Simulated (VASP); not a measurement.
# Sb (Im-3m) in VASP: settings compared

The runs below take Sb through single point, with LDA, PBEsol.

Program: VASP 6.6.1. These are calculated values, not measurements. Logs are shortened: lines on timing, memory, paths and dates and some standing lists are left out, and cuts for length are marked.

### Step 1. The cell of the first run

The structure is cubic, space group Im-3m (No. 229). Conventional cell: a = 3.718 Å, b = 3.718 Å, c = 3.718 Å, α = 90.00°, β = 90.00°, γ = 90.00°. Sb (site symmetry m-3m) has 14 Sb at 3.22 to 3.72 Å within 4.2 Å.

### Step 2. Single point, LDA

Contents of INCAR:

```
PREC = Accurate
ENCUT = 520
EDIFF = 1E-7
ISMEAR = -1
SIGMA = 0.05
LREAL = F
LASPH = T
NELM = 60
ALGO = Normal
ISIF = 2
LWAVE = F
LCHARG = T
GGA = CA
LELF = T
LVHAR = T
NBANDS = 8
```

Contents of KPOINTS:

```
Automatic mesh
0
Gamma
  10 10 10
```

Contents of POSCAR:

```
Sb
1.0
   -1.8587811731      1.8587811731      1.8587811731
    1.8587811731     -1.8587811731      1.8587811731
    1.8587811731      1.8587811731     -1.8587811731
Sb
1
Direct
    0.0000000000      0.0000000000      0.0000000000
```

Potentials or basis: VASP PAW LDA potentials, release 64 (Sb).

Launch:

```
cat potpaw_LDA.64/Sb/POTCAR > POTCAR
mpirun -np 1 vasp_std > vasp.out
```

OUTCAR:

```text
PREC = Accurate
   ENCUT = 520
   EDIFF = 1E-7
   ISMEAR = -1
   LREAL = F
   LASPH = T
   NELM = 60
   ISIF = 2
   GGA = CA

 ion  position               nearest neighbor table
   1  0.000  0.000  0.000-

  LATTYP: Found a body centered cubic cell.
 ALAT       =     3.7175623462

  Lattice vectors:

 A1 = (  -1.8587811731,   1.8587811731,   1.8587811731)
 A2 = (   1.8587811731,  -1.8587811731,   1.8587811731)
 A3 = (   1.8587811731,   1.8587811731,  -1.8587811731)

Analysis of symmetry for initial positions (statically):
=====================================================================
 Subroutine PRICEL returns:
 Original cell was already a primitive cell.

 Routine SETGRP: Setting up the symmetry group for a
 body centered cubic supercell.

 Subroutine GETGRP returns: Found 48 space group operations
 (whereof 48 operations were pure point group operations)
 out of a pool of 48 trial point group operations.

The static configuration has the point symmetry O_h .

Analysis of symmetry for dynamics (positions and initial velocities):
=====================================================================
 Subroutine PRICEL returns:
 Original cell was already a primitive cell.

 Routine SETGRP: Setting up the symmetry group for a
 body centered cubic supercell.

 Subroutine GETGRP returns: Found 48 space group operations
 (whereof 48 operations were pure point group operations)
 out of a pool of 48 trial point group operations.

The dynamic configuration has the point symmetry O_h .

 Subroutine INISYM returns: Found 48 space group operations
 (whereof 48 operations are pure point group operations),
 and found     1 'primitive' translations

----------------------------------------------------------------------------------------

                                     Primitive cell

  volume of cell :      25.6889

  direct lattice vectors                    reciprocal lattice vectors
    -1.858781173  1.858781173  1.858781173     0.000000000  0.268993471  0.268993471
     1.858781173 -1.858781173  1.858781173     0.268993471  0.000000000  0.268993471
     1.858781173  1.858781173 -1.858781173     0.268993471  0.268993471  0.000000000

  length of vectors
     3.219503432  3.219503432  3.219503432     0.380414215  0.380414215  0.380414215

  position of ions in fractional coordinates (direct lattice)
     0.000000000  0.000000000  0.000000000

  ion indices of the primitive-cell ions
   primitive index   ion index
                 1           1

----------------------------------------------------------------------------------------

 KPOINTS: Automatic mesh

Automatic generation of k-mesh.
 Grid dimensions read from file:
 generate k-points for:   10   10   10

 Generating k-lattice:

  Cartesian coordinates                     Fractional coordinates (reciprocal lattice)
     0.000000000  0.026899347  0.026899347     0.100000000  0.000000000  0.000000000
     0.026899347  0.000000000  0.026899347     0.000000000  0.100000000  0.000000000
     0.026899347  0.026899347  0.000000000     0.000000000  0.000000000  0.100000000

  Length of vectors
     0.038041422  0.038041422  0.038041422

  Shift w.r.t. Gamma in fractional coordinates (k-lattice)
     0.000000000  0.000000000  0.000000000

 Subroutine IBZKPT returns following result:
 ===========================================

 Found     47 irreducible k-points:

 Following reciprocal coordinates:
            Coordinates               Weight
  0.000000  0.000000  0.000000      1.000000
  0.100000  0.000000  0.000000     12.000000
  0.200000  0.000000  0.000000     12.000000
  0.300000  0.000000  0.000000     12.000000
  0.400000  0.000000  0.000000     12.000000
  0.500000  0.000000  0.000000      6.000000
[... 16 lines left out ...]
  0.300000  0.300000  0.100000      8.000000
 -0.300000  0.300000  0.100000     24.000000
 [... further k-points ...]
   k-points           NKPTS =     47   k-points in BZ     NKDIM =     47   number of bands    NBANDS=      8
   number of dos      NEDOS =    301   number of ions     NIONS =      1
   total plane-waves  NPLWV =  13824
   dimension x,y,z NGX =    24 NGY =   24 NGZ =   24
   dimension x,y,z NGXF=    48 NGYF=   48 NGZF=   48
   ions per type =               1
   NGX,Y,Z   is equivalent  to a cutoff of  12.39, 12.39, 12.39 a.u.
   NGXF,Y,Z  is equivalent  to a cutoff of  24.79, 24.79, 24.79 a.u.
 SYSTEM =  unknown system
   PREC   = accura    normal or accurate (medium, high low for compatibility)
   ISTART =      0    job   : 0-new  1-cont  2-samecut
   ICHARG =      2    charge: 1-file 2-atom 10-const
   ISPIN  =      1    spin polarized calculation?
   LNONCOLLINEAR =      F non collinear calculations
   LSORBIT =      F    spin-orbit coupling
   LASPH  =      T    aspherical Exc in radial PAW
   ENCUT  =  520.0 eV  38.22 Ry    6.18 a.u.   5.99  5.99  5.99*2*pi/ulx,y,z
   NELM   =     60;   NELMIN=  2; NELMDL= -5     # of ELM steps
   EDIFF  = 0.1E-06   stopping-criterion for ELM
   LREAL  =      F    real-space projection
   EDIFFG = 0.1E-05   stopping-criterion for IOM
   NSW    =      0    number of steps for IOM
   IBRION =     -1    ionic relax: 0-MD 1-quasi-New 2-CG
   NFREE  =      0    steps in history (QN), initial steepest desc. (CG)
   ISIF   =      2    stress and relaxation
   ISYM   =      2    0-nonsym 1-usesym 2-fastsym
   POTIM  = 0.5000    time-step for ionic-motion
   TEBEG  =    0.0;   TEEND  =   0.0 temperature during run
   PSTRESS=    0.0 pullay stress
   NELECT =       5.0000    total number of electrons
   NUPDOWN=      -1.0000    fix difference up-down
   EMIN   =  10.00;   EMAX   =-10.00  energy-range for DOS
   EFERMI =   0.00;   METHOD = LEGACY
   ISMEAR =    -1;   SIGMA  =   0.05  broadening in eV -4-tet -1-fermi 0-gaus
   EFERMI_NEDOS =   21; number of points for ismear=-14 and -15
   IALGO  =     38    algorithm
   IMIX   =      4    mixing-type and parameters
     AMIX     =   0.40;   BMIX     =  1.00
     AMIX_MAG =   1.60;   BMIX_MAG =  1.00
  volume/ion in A,a.u.               =      25.69       173.36
  Fermi-wavevector in a.u.,A,eV,Ry     =   0.948746  1.792870 12.246859  0.900119
  Thomas-Fermi vector in A             =   2.076963
   LORBIT       =      0    0 simple, 1 ext, 2 COOP (PROOUT), +10 PAW based schemes
   GGA     = CA    functional components
   LHFCALC =     F    Hartree Fock is set to
   AEXX    =    0.0000 exact exchange contribution
   IVDW    =     0    specifies the selected vdW correction
   LEPSILON=     F    determine dielectric tensor
   LRPA    =     F    only Hartree local field effects (RPA)
 non-spin polarized calculation
  energy-cutoff  :      520.00
  volume of cell :       25.69
 maximum number of plane-waves:       706
   NGX = 11   NGY = 11   NGZ = 11

 number of electron       4.9999999 magnetization

 Free energy of the ion-electron system (eV)
  ---------------------------------------------------
  ext. energy  EPLUGINS =         0.00000000
  ---------------------------------------------------
  free energy    TOTEN  =        -4.61403029 eV

  energy without entropy =       -4.60503874  energy(sigma->0) =       -4.60953451

 E-fermi :   8.9511     XC(G=0): -10.5715

 val. band max:        8.9500599991   @ k =   0.3000   0.1000   0.1000
 cond. band min:       8.9987251862   @ k =   0.5000   0.5000   0.3000
 fundamental gap:      0.0486651871
 Fermi energy:         8.9511088603

 k-point     1 :       0.0000    0.0000    0.0000
  band No.  band energies     occupation
      1      -4.2642      2.00000
      2      14.7341      0.00000
      3      14.7341      0.00000
      4      14.7341      0.00000
      5      19.4394      0.00000
      6      19.4394      0.00000
      7      19.4394      0.00000
      8      20.8743      0.00000

 k-point     2 :       0.1000    0.0000    0.0000
  band No.  band energies     occupation
      1      -4.0459      2.00000
      2      13.1577      0.00000
      3      14.0471      0.00000
      4      14.5384      0.00000
      5      18.4664      0.00000
      6      18.4857      0.00000
      7      20.1530      0.00000
      8      20.3107      0.00000

 k-point     3 :       0.2000    0.0000    0.0000
  band No.  band energies     occupation
      1      -3.3947      2.00000
      2      10.1746      0.00000
      3      12.7966      0.00000
      4      14.0232      0.00000
      5      17.1554      0.00000
      6      17.3791      0.00000
      7      20.0917      0.00000
      8      20.9116      0.00000

 k-point     4 :       0.3000    0.0000    0.0000
  band No.  band energies     occupation
      1      -2.3310      2.00000
      2       7.1432      2.00000
      3      11.6919      0.00000
      4      13.4228      0.00000
      5      16.2425      0.00000
      6      16.5692      0.00000
      7      20.7516      0.00000
      8      21.6674      0.00000

 k-point     5 :       0.4000    0.0000    0.0000
  band No.  band energies     occupation
      1      -0.9521      2.00000
      2       4.5128      2.00000
      3      10.9694      0.00000
      4      12.9774      0.00000
      5      15.7111      0.00000
      6      16.0821      0.00000
      7      21.8958      0.00000
      8      22.6958      0.00000
[... 177 lines left out ...]
 k-point    22 :      -0.2000    0.2000    0.1000
  band No.  band energies     occupation
      1      -3.1780      2.00000
      2      10.2603      0.00000
      3      12.0963      0.00000
      4      12.8871      0.00000
      5      16.8387      0.00000
      6      18.3439      0.00000
      7      19.0068      0.00000
      8      21.4127      0.00000

 k-point    23 :       0.3000    0.3000    0.1000
  band No.  band energies     occupation
      1       0.9291      2.00000
      2       5.2253      2.00000
      3       5.2253      2.00000
      4       9.0854      0.12762
      5      20.5142      0.00000
      6      22.2145      0.00000
      7      22.2145      0.00000
      8      24.4056      0.00000

 k-point    24 :      -0.3000    0.3000    0.1000
  band No.  band energies     occupation
      1      -2.1175      2.00000
      2       7.3105      2.00000
      3      11.0093      0.00000
      4      12.4104      0.00000
      5      16.6787      0.00000
      6      17.5337      0.00000
      7      18.7846      0.00000
      8      23.5877      0.00000

 [... further k-points ...]
[... 5 lines left out ...]
  --------------------------------------------------------------------------------------
  -------------------------------------------------------------------------------------
  Total        0.0421263      0.0421263      0.0421263     -0.0000000     -0.0000000      0.0000000
  in kB        2.6273569      2.6273569      2.6273569     -0.0000000     -0.0000000      0.0000000
  external PRESSURE =       2.6273569 kB  Pullay stress =       0.0000000 kB

 VOLUME and BASIS-vectors are now :
 -----------------------------------------------------------------------------
  energy-cutoff  :      520.00
  volume of cell :       25.69
      direct lattice vectors                 reciprocal lattice vectors
    -1.858781173  1.858781173  1.858781173     0.000000000  0.268993471  0.268993471
     1.858781173 -1.858781173  1.858781173     0.268993471  0.000000000  0.268993471
     1.858781173  1.858781173 -1.858781173     0.268993471  0.268993471  0.000000000

 POSITION                                       TOTAL-FORCE (eV/Angst)
 -----------------------------------------------------------------------------------
      0.00000      0.00000      0.00000         0.000000     -0.000000      0.000000
 -----------------------------------------------------------------------------------
    total drift:                                0.000000     -0.000000     -0.000000

  FREE ENERGIE OF THE ION-ELECTRON SYSTEM (eV)
  ---------------------------------------------------
  free  energy   TOTEN  =        -4.6140302874 eV

  energy  without entropy=       -4.6050387355  energy(sigma->0) =       -4.60953451
```

It took 3.2 s on 1 thread of Intel Xeon 6975P-C, shared host; peak memory 0.13 GiB.

Results:

* Free energy: -4.6140 eV
* Pressure: 0.3 GPa

Caveat: spin-orbit coupling is left out, which moves the levels of the heavy elements.

### Step 3. Single point, LDA

This run uses another cell than the first one, of 26.74 Å³/atom, 1.041 times its volume.

Contents of INCAR:

```
SYSTEM = Sb
PREC     = Accurate       ! precision mode
ENCUT    = 520            ! plane-wave cutoff, eV
EDIFF    = 1E-7           ! SCF threshold, eV
ISMEAR   = -1             ! smearing method
SIGMA    = 0.05           ! smearing width, eV
LREAL    = .False.        ! projectors in reciprocal space
LASPH    = .True.         ! aspherical terms in the spheres
NELM     = 60             ! most SCF steps
ALGO     = Normal         ! electronic algorithm
ISIF     = 2              ! what is computed and relaxed
LWAVE    = .False.        ! write WAVECAR
LCHARG   = .False.        ! write CHGCAR
GGA      = CA             ! functional
NBANDS   = 8              ! bands
```

Contents of KPOINTS:

```
Automatic mesh
0
Gamma
  10 10 10
  0 0 0
```

Contents of POSCAR:

```
Sb
1.0
   -1.8837342335      1.8837342335      1.8837342335
    1.8837342335     -1.8837342335      1.8837342335
    1.8837342335      1.8837342335     -1.8837342335
Sb
1
Direct
    0.0000000000      0.0000000000      0.0000000000
```

Potentials or basis: VASP PAW LDA potentials, release 64 (Sb).

Launch:

```
cat potpaw_LDA.64/Sb/POTCAR > POTCAR
mpirun -np 1 vasp_std > vasp.out
```

Wall time 2.5 s (1 thread of Intel Xeon 6975P-C, shared host); peak memory 0.13 GiB.

Results (log left out):

```
Free energy : -4.6068 eV
Pressure    : -2.4 GPa
```

Levels at points of the mesh, in eV from the Fermi level:
```tsv
k point	band 1	band 2	band 3	band 4	band 5	band 6
(0.00, 0.00, 0.00)	-12.89	5.47	5.47	5.47	10.35	10.35
(0.50, 0.00, 0.00)	-8.85	-5.59	1.68	3.73	6.45	6.92
(0.50, 0.50, 0.50)	-5.64	-1.99	-1.99	-1.99	3.04	3.04
```

Caveat: spin-orbit coupling is left out, which moves the levels of the heavy elements.

### Step 4. Single point, PBEsol

This run uses another cell than the first one, of 26.74 Å³/atom, 1.041 times its volume.

Contents of INCAR:

```
SYSTEM = Sb
PREC = Accurate
ENCUT = 520
EDIFF = 1E-6
ISMEAR = -1
SIGMA = 0.05
LREAL = .False.
LASPH = .True.
NELM = 60
ALGO = Normal
ISIF = 2
LWAVE = .False.
LCHARG = .False.
GGA = PS
NBANDS = 8
```

Contents of KPOINTS:

```
regular mesh
0
Gamma
  10 10 10
  0 0 0
```

POSCAR is that of step 3.

Potentials or basis: VASP PAW PBE potentials, release 64 (Sb).

Launch:

```
cat potpaw_PBE.64/Sb/POTCAR > POTCAR
mpirun -np 1 vasp_std > vasp.out
```

It took 3.3 s on 1 thread of Intel Xeon 6975P-C, shared host; peak memory 0.14 GiB.

The run converged. Its results:

- Free energy: -4.3732 eV
- Pressure: -1.3 GPa

Levels at points of the mesh, in eV from the Fermi level:
| k point | band 1 | band 2 | band 3 | band 4 | band 5 | band 6 | band 7 |
| --- | --- | --- | --- | --- | --- | --- | --- |
| (0.00, 0.00, 0.00) | -12.89 | 5.56 | 5.56 | 5.56 | 10.64 | 10.64 | 10.64 |
| (0.50, 0.00, 0.00) | -8.81 | -5.63 | 1.72 | 3.77 | 6.45 | 6.97 | 13.80 |
| (0.50, 0.50, 0.50) | -5.55 | -2.00 | -2.00 | -2.00 | 2.95 | 2.95 | 17.69 |

Caveat: the PAW data sets were made with another functional, which shifts forces and pressure a little; spin-orbit coupling is left out, which moves the levels of the heavy elements.

(Part 1 of 2 ends here.)
